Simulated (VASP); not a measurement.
# C (I4_1/amd) in VASP: notebook

Runs on C. Level: PBE. Tasks: single point.

All numbers are computed with VASP 6.6.1; they aren't measurements. Logs are shortened: lines on timing, memory, paths and dates and some standing lists are left out, and cuts for length are marked.

**1. The cell of the first run**

It takes space group I4_1/amd (No. 141, tetragonal). Conventional cell: a = 2.446 Å, b = 2.446 Å, c = 3.620 Å, α = 90.00°, β = 90.00°, γ = 90.00°. C (site symmetry -4m2) has 4 C at 1.52 Å within 2.0 Å.

**2. Single point, PBE (strain -0.030 along x and y, +0.015 along z)**

INCAR reads:

```
ALGO = Normal
EDIFF = 1E-7
ENCUT = 520
GGA = PE
ISIF = 2
ISMEAR = 0
LASPH = T
LCHARG = F
LREAL = F
LWAVE = F
NBANDS = 11
NELM = 100
PREC = Accurate
SIGMA = 0.05
```

KPOINTS reads:

```
k-points
0
Gamma
  12 12 12
```

POSCAR reads:

```
C
1.0
    0.0000000000      1.7298980000      1.8101510000
    1.7298980000      0.0000000000      1.8101510000
    1.7298980000      1.7298980000      0.0000000000
C
2
Direct
    0.5000000000      0.5000000000      0.5000000000
    0.7500000000      0.7500000000      0.7500000000
```

Potentials or basis: VASP PAW PBE potentials, release 64 (C).

Started as:

```console
> cat potpaw_PBE.64/C/POTCAR > POTCAR
> mpirun -np 1 vasp_std > vasp.out
```

OUTCAR:

```text
EDIFF = 1E-7
   ENCUT = 520
   GGA = PE
   ISIF = 2
   ISMEAR = 0
   LASPH = T
   LREAL = F
   NELM = 100
   PREC = Accurate

 ion  position               nearest neighbor table
   1  0.500  0.500  0.500-   2 1.52   2 1.52   2 1.52   2 1.52
   2  0.750  0.750  0.750-   1 1.52   1 1.52   1 1.52   1 1.52

  LATTYP: Found a body centered tetragonal cell.
 ALAT       =     2.4464452131
 C/A-ratio  =     1.4798214081

  Lattice vectors:

 A1 = (  -1.7298980000,   0.0000000000,   1.8101510000)
 A2 = (   1.7298980000,   0.0000000000,   1.8101510000)
 A3 = (   0.0000000000,   1.7298980000,  -1.8101510000)

Analysis of symmetry for initial positions (statically):
=====================================================================
 Subroutine PRICEL returns:
 Original cell was already a primitive cell.

 Routine SETGRP: Setting up the symmetry group for a
 body centered tetragonal supercell.

 Subroutine GETGRP returns: Found 16 space group operations
 (whereof  8 operations were pure point group operations)
 out of a pool of 16 trial point group operations.

The static configuration has the point symmetry D_2d.
 The point group associated with its full space group is D_4h.

Analysis of symmetry for dynamics (positions and initial velocities):
=====================================================================
 Subroutine PRICEL returns:
 Original cell was already a primitive cell.

 Routine SETGRP: Setting up the symmetry group for a
 body centered tetragonal supercell.

 Subroutine GETGRP returns: Found 16 space group operations
 (whereof  8 operations were pure point group operations)
 out of a pool of 16 trial point group operations.

The dynamic configuration has the point symmetry D_2d.
 The point group associated with its full space group is D_4h.

 Subroutine INISYM returns: Found 16 space group operations
 (whereof  8 operations are pure point group operations),
 and found     1 'primitive' translations

----------------------------------------------------------------------------------------

                                     Primitive cell

  volume of cell :      10.8339

  direct lattice vectors                    reciprocal lattice vectors
     0.000000000  1.729898000  1.810151000    -0.289034382  0.289034382  0.276220050
     1.729898000  0.000000000  1.810151000     0.289034382 -0.289034382  0.276220050
     1.729898000  1.729898000  0.000000000     0.289034382  0.289034382 -0.276220050

  length of vectors
     2.503835804  2.503835804  2.446445213     0.493334840  0.493334840  0.493334840

  position of ions in fractional coordinates (direct lattice)
     0.500000000  0.500000000  0.500000000
     0.750000000  0.750000000  0.750000000

  ion indices of the primitive-cell ions
   primitive index   ion index
                 1           1
                 2           2

----------------------------------------------------------------------------------------

 KPOINTS: k-points

Automatic generation of k-mesh.
 Grid dimensions read from file:
 generate k-points for:   12   12   12

 Generating k-lattice:

  Cartesian coordinates                     Fractional coordinates (reciprocal lattice)
    -0.024086199  0.024086199  0.023018338     0.083333333  0.000000000  0.000000000
     0.024086199 -0.024086199  0.023018338     0.000000000  0.083333333  0.000000000
     0.024086199  0.024086199 -0.023018338     0.000000000  0.000000000  0.083333333

  Length of vectors
     0.041111237  0.041111237  0.041111237

  Shift w.r.t. Gamma in fractional coordinates (k-lattice)
     0.000000000  0.000000000  0.000000000

 Subroutine IBZKPT returns following result:
 ===========================================

 Found    163 irreducible k-points:

 Following reciprocal coordinates:
            Coordinates               Weight
  0.000000  0.000000  0.000000      1.000000
  0.083333  0.000000  0.000000      8.000000
  0.166667  0.000000  0.000000      8.000000
  0.250000  0.000000  0.000000      8.000000
  0.333333  0.000000  0.000000      8.000000
  0.416667  0.000000  0.000000      8.000000
[... 16 lines left out ...]
  0.500000  0.166667  0.000000      8.000000
 -0.416667  0.166667  0.000000      8.000000
 [... further k-points ...]
   k-points           NKPTS =    163   k-points in BZ     NKDIM =    163   number of bands    NBANDS=     11
   number of dos      NEDOS =    301   number of ions     NIONS =      2
   total plane-waves  NPLWV =   7200
   dimension x,y,z NGX =    20 NGY =   20 NGZ =   18
   dimension x,y,z NGXF=    40 NGYF=   40 NGZF=   36
   ions per type =               2
   NGX,Y,Z   is equivalent  to a cutoff of  13.28, 13.28, 12.23 a.u.
   NGXF,Y,Z  is equivalent  to a cutoff of  26.56, 26.56, 24.46 a.u.
 SYSTEM =  unknown system
   PREC   = accura    normal or accurate (medium, high low for compatibility)
   ISTART =      0    job   : 0-new  1-cont  2-samecut
   ICHARG =      2    charge: 1-file 2-atom 10-const
   ISPIN  =      1    spin polarized calculation?
   LNONCOLLINEAR =      F non collinear calculations
   LSORBIT =      F    spin-orbit coupling
   LASPH  =      T    aspherical Exc in radial PAW
   ENCUT  =  520.0 eV  38.22 Ry    6.18 a.u.   4.66  4.66  4.55*2*pi/ulx,y,z
   NELM   =    100;   NELMIN=  2; NELMDL= -5     # of ELM steps
   EDIFF  = 0.1E-06   stopping-criterion for ELM
   LREAL  =      F    real-space projection
   EDIFFG = 0.1E-05   stopping-criterion for IOM
   NSW    =      0    number of steps for IOM
   IBRION =     -1    ionic relax: 0-MD 1-quasi-New 2-CG
   NFREE  =      0    steps in history (QN), initial steepest desc. (CG)
   ISIF   =      2    stress and relaxation
   ISYM   =      2    0-nonsym 1-usesym 2-fastsym
   POTIM  = 0.5000    time-step for ionic-motion
   TEBEG  =    0.0;   TEEND  =   0.0 temperature during run
   PSTRESS=    0.0 pullay stress
   NELECT =       8.0000    total number of electrons
   NUPDOWN=      -1.0000    fix difference up-down
   EMIN   =  10.00;   EMAX   =-10.00  energy-range for DOS
   EFERMI =   0.00;   METHOD = LEGACY
   ISMEAR =     0;   SIGMA  =   0.05  broadening in eV -4-tet -1-fermi 0-gaus
   EFERMI_NEDOS =   21; number of points for ismear=-14 and -15
   IALGO  =     38    algorithm
   IMIX   =      4    mixing-type and parameters
     AMIX     =   0.40;   BMIX     =  1.00
     AMIX_MAG =   1.60;   BMIX_MAG =  1.00
  volume/ion in A,a.u.               =       5.42        36.56
  Fermi-wavevector in a.u.,A,eV,Ry     =   1.479709  2.796244 29.790471  2.189538
  Thomas-Fermi vector in A             =   2.593833
   LORBIT       =      0    0 simple, 1 ext, 2 COOP (PROOUT), +10 PAW based schemes
   GGA     = PE    functional components
   LHFCALC =     F    Hartree Fock is set to
   AEXX    =    0.0000 exact exchange contribution
   IVDW    =     0    specifies the selected vdW correction
   LEPSILON=     F    determine dielectric tensor
   LRPA    =     F    only Hartree local field effects (RPA)
 non-spin polarized calculation
 Gauss-broadening in eV      SIGMA  =   0.05
  energy-cutoff  :      520.00
  volume of cell :       10.83
 maximum number of plane-waves:       310
   NGX =  9   NGY =  9   NGZ =  9

 number of electron       8.0000000 magnetization

 Free energy of the ion-electron system (eV)
  ---------------------------------------------------
  ext. energy  EPLUGINS =         0.00000000
  ---------------------------------------------------
  free energy    TOTEN  =       -18.09599612 eV

  energy without entropy =      -18.09599612  energy(sigma->0) =      -18.09599612

 E-fermi :  11.0429     XC(G=0): -13.4859

 val. band max:       10.6576490735   @ k =   0.0000   0.0000   0.0000
 cond. band min:      14.3270663788   @ k =   0.3333   0.0000   0.3333
 fundamental gap:      3.6694173053
 Fermi energy:        11.0428790667

 k-point     1 :       0.0000    0.0000    0.0000
  band No.  band energies     occupation
      1     -11.6956      2.00000
      2       9.9145      2.00000
      3      10.6576      2.00000
      4      10.6576      2.00000
      5      15.9563      0.00000
      6      15.9563      0.00000
      7      16.5296      0.00000
      8      24.7713      0.00000
      9      30.3251      0.00000
     10      35.9829      0.00000
     11      36.8677      0.00000

 k-point     2 :       0.0833    0.0000    0.0000
  band No.  band energies     occupation
      1     -11.4969      2.00000
      2       9.0294      2.00000
      3       9.9243      2.00000
      4      10.3304      2.00000
      5      16.4131      0.00000
      6      16.4849      0.00000
      7      17.1895      0.00000
      8      24.9032      0.00000
      9      30.6492      0.00000
     10      34.0435      0.00000
     11      36.1640      0.00000

 k-point     3 :       0.1667    0.0000    0.0000
  band No.  band energies     occupation
      1     -10.9031      2.00000
      2       6.5138      2.00000
      3       9.0614      2.00000
      4       9.6343      2.00000
      5      17.3458      0.00000
      6      17.4165      0.00000
      7      18.4197      0.00000
      8      25.2772      0.00000
      9      31.2804      0.00000
     10      32.7804      0.00000
     11      34.2866      0.00000

 k-point     4 :       0.2500    0.0000    0.0000
  band No.  band energies     occupation
      1      -9.9220      2.00000
      2       3.6028      2.00000
      3       8.2459      2.00000
      4       8.9318      2.00000
      5      18.0051      0.00000
      6      18.3913      0.00000
      7      19.4061      0.00000
      8      25.7927      0.00000
      9      31.5605      0.00000
     10      32.9326      0.00000
     11      33.6019      0.00000
[... 239 lines left out ...]
 k-point    22 :       0.4167    0.1667    0.0000
  band No.  band energies     occupation
      1      -7.5235      2.00000
      2       0.4743      2.00000
      3       5.4796      2.00000
      4       6.5933      2.00000
      5      17.7785      0.00000
      6      21.7627      0.00000
      7      21.8416      0.00000
      8      24.0482      0.00000
      9      31.8168      0.00000
     10      33.0863      0.00000
     11      38.5279      0.00000

 k-point    23 :       0.5000    0.1667    0.0000
  band No.  band energies     occupation
      1      -5.8607      2.00000
      2      -1.8868      2.00000
      3       4.7234      2.00000
      4       6.7189      2.00000
      5      18.1912      0.00000
      6      21.5735      0.00000
      7      21.8887      0.00000
      8      25.6999      0.00000
      9      30.9995      0.00000
     10      34.6981      0.00000
     11      37.6614      0.00000

 k-point    24 :      -0.4167    0.1667    0.0000
  band No.  band energies     occupation
      1      -5.1795      2.00000
      2      -2.6921      2.00000
      3       4.2512      2.00000
      4       7.1345      2.00000
      5      18.6930      0.00000
      6      21.0216      0.00000
      7      21.8058      0.00000
      8      26.5171      0.00000
      9      30.7023      0.00000
     10      35.1951      0.00000
     11      35.7083      0.00000

 [... further k-points ...]
[... 5 lines left out ...]
  --------------------------------------------------------------------------------------
  -------------------------------------------------------------------------------------
  Total        2.7121876      2.7121876     -0.4211333      0.0000000      0.0000000     -0.0000000
  in kB      401.0924794    401.0924794    -62.2793906      0.0000000      0.0000000     -0.0000000
  external PRESSURE =     246.6351894 kB  Pullay stress =       0.0000000 kB

 VOLUME and BASIS-vectors are now :
 -----------------------------------------------------------------------------
  energy-cutoff  :      520.00
  volume of cell :       10.83
      direct lattice vectors                 reciprocal lattice vectors
     0.000000000  1.729898000  1.810151000    -0.289034382  0.289034382  0.276220050
     1.729898000  0.000000000  1.810151000     0.289034382 -0.289034382  0.276220050
     1.729898000  1.729898000  0.000000000     0.289034382  0.289034382 -0.276220050

 POSITION                                       TOTAL-FORCE (eV/Angst)
 -----------------------------------------------------------------------------------
      1.72990      1.72990      1.81015        -0.000000     -0.000000      0.000000
      2.59485      2.59485      2.71523         0.000000      0.000000     -0.000000
 -----------------------------------------------------------------------------------
    total drift:                                0.000000     -0.000000      0.000000

  FREE ENERGIE OF THE ION-ELECTRON SYSTEM (eV)
  ---------------------------------------------------
  free  energy   TOTEN  =       -18.0959961187 eV

  energy  without entropy=      -18.0959961187  energy(sigma->0) =      -18.09599612
```

Run time: 14 s. Hardware: 1 thread of AMD EPYC 7R43 (Zen 3), shared host; peak memory 0.09 GiB.

What came out:

| Quantity | Value |
| --- | --- |
| Free energy | -18.0960 eV |
| Pressure | 24.7 GPa |
| Band gap on the k mesh | 3.67 eV, indirect (least direct gap 5.30 eV) |

Levels at points of the mesh, in eV from the valence-band top:
| k point | band 1 | band 2 | band 3 | band 4 | band 5 | band 6 | band 7 | band 8 |
| --- | --- | --- | --- | --- | --- | --- | --- | --- |
| (0.00, 0.00, 0.00) | -22.35 | -0.74 | 0.00 | 0.00 | 5.30 | 5.30 | 5.87 | 14.11 |
| (0.50, 0.00, 0.00) | -16.30 | -14.13 | -3.60 | -2.73 | 7.69 | 8.61 | 9.74 | 15.89 |
| (0.50, 0.50, 0.00) | -13.82 | -13.82 | -6.35 | -6.35 | 5.35 | 5.35 | 17.09 | 17.09 |
| (0.50, 0.00, 0.50) | -13.09 | -13.09 | -7.04 | -7.04 | 4.26 | 4.26 | 17.23 | 17.23 |

Caveat: the cell differs from its parent crystal (strain -0.030 along x and y, +0.015 along z). A k mesh can miss the band edges.

**3. Single point, PBE (strain -0.015 along x and y, +0.000 along z)**

INCAR reads:

```
SYSTEM = C
PREC = Accurate
ENCUT = 520
EDIFF = 1E-7
ISMEAR = 0
SIGMA = 0.05
LREAL = .FALSE.
LASPH = .TRUE.
NELM = 100
ALGO = Normal
ISIF = 2
LWAVE = .FALSE.
LCHARG = .FALSE.
GGA = PE
NBANDS = 11
```

KPOINTS reads:

```
Automatic mesh
0
G
  12 12 12
  0 0 0
```

POSCAR reads:

```
C
1.0
    0.0000000000      1.7566490000      1.7834000000
    1.7566490000      0.0000000000      1.7834000000
    1.7566490000      1.7566490000      0.0000000000
C
2
Direct
    0.5000000000      0.5000000000      0.5000000000
    0.7500000000      0.7500000000      0.7500000000
```

Potentials or basis: VASP PAW PBE potentials, release 64 (C).

Started as:

```console
> cat potpaw_PBE.64/C/POTCAR > POTCAR
> mpirun -np 1 vasp_std > vasp.out
```

Wall time 14 s (1 thread of AMD EPYC 7R43 (Zen 3), shared host); peak memory 0.09 GiB.

Results (log left out):

```
Free energy            : -18.1600 eV
Pressure               : 16.6 GPa
Band gap on the k mesh : 4.03 eV, indirect (least direct gap 5.53 eV)
```

Stress tensor (GPa, compression positive):
```
21.52  0.00  0.00
 0.00 21.52  0.00
 0.00  0.00  6.78
```

Levels at points of the mesh, in eV from the valence-band top:
```csv
k point,band 2,band 3,band 4,band 5,band 6,band 7
"(0.00, 0.00, 0.00)",-0.24,0.00,0.00,5.53,5.53,5.72
"(0.50, 0.00, 0.00)",-13.79,-3.10,-2.82,8.34,8.57,9.28
"(0.50, 0.50, 0.00)",-13.22,-6.41,-6.41,4.98,4.98,17.14
"(0.50, 0.00, 0.50)",-12.98,-6.64,-6.64,4.62,4.62,17.21
```

Caveat: the cell differs from its parent crystal (strain -0.015 along x and y, +0.000 along z). A k mesh can miss the band edges.

**4. Single point, PBE (strain +0.000 along x and y, -0.015 along z)**

INCAR reads:

```
SYSTEM = C
PREC     = Accurate       ! precision mode
ENCUT    = 520            ! plane-wave cutoff, eV
EDIFF    = 1E-7           ! SCF threshold, eV
ISMEAR   = 0              ! smearing method
SIGMA    = 0.05           ! smearing width, eV
LREAL    = .False.        ! projectors in reciprocal space
LASPH    = .True.         ! aspherical terms in the spheres
NELM     = 100            ! most SCF steps
ALGO     = Normal         ! electronic algorithm
ISIF     = 2              ! what is computed and relaxed
LWAVE    = .False.        ! write WAVECAR
LCHARG   = .False.        ! write CHGCAR
GGA      = PE             ! functional
NBANDS   = 11             ! bands
```

KPOINTS reads:

```
Automatic mesh
0
Gamma
  12 12 12
  0 0 0
```

POSCAR reads:

```
C
1.0
    0.0000000000      1.7834000000      1.7566490000
    1.7834000000      0.0000000000      1.7566490000
    1.7834000000      1.7834000000      0.0000000000
C
2
Direct
    0.5000000000      0.5000000000      0.5000000000
    0.7500000000      0.7500000000      0.7500000000
```

Started as:

```console
> cat potpaw_PBE.64/C/POTCAR > POTCAR
> mpirun -np 1 vasp_std > vasp.out
```

It took 14 s on 1 thread of AMD EPYC 7R43 (Zen 3), shared host; peak memory 0.09 GiB.

The run converged. Its results:

* Free energy: -18.1738 eV
* Pressure: 9.3 GPa
* Band gap on the k mesh: 3.80 eV, indirect (least direct gap 5.36 eV)

Stress tensor (GPa, compression positive):
```
 4.64  0.00  0.00
 0.00  4.64  0.00
 0.00  0.00 18.70
```

Levels at points of the mesh, in eV from the valence-band top:
```
           k point  band 2  band 3  band 4  band 5  band 6  band 7
(0.00, 0.00, 0.00)   -0.23   -0.23    0.00    5.36    5.55    5.55
(0.50, 0.00, 0.00)  -13.69   -3.13   -2.85    8.30    8.31    9.03
(0.50, 0.50, 0.00)  -12.86   -6.69   -6.69    4.40    4.40   16.94
(0.50, 0.00, 0.50)  -13.10   -6.46   -6.46    4.76    4.76   16.85
```

Caveat: the cell differs from its parent crystal (strain +0.000 along x and y, -0.015 along z).

**5. Summary**

```tsv
cell	gap on the mesh (eV)	pressure (GPa)
a = 2.504, b = 2.504, c = 2.446 Å, angles 60.8, 60.8, 58.5°, 2 atoms	3.67	24.7
a = 2.503, b = 2.503, c = 2.484 Å, angles 60.3, 60.3, 59.5°, 2 atoms	4.03	16.6
a = 2.503, b = 2.503, c = 2.522 Å, angles 59.8, 59.8, 60.5°, 2 atoms	3.80	9.3
```

Alike in all rows: task single point; level PBE; potentials or basis VASP PAW PBE potentials, release 64 (C); no spin polarisation; k mesh 12 × 12 × 12; cutoff (eV) 520; smearing gaussian 0.05 eV.

Total energies depend on the potentials used, so only differences within one code and one set of settings carry meaning.
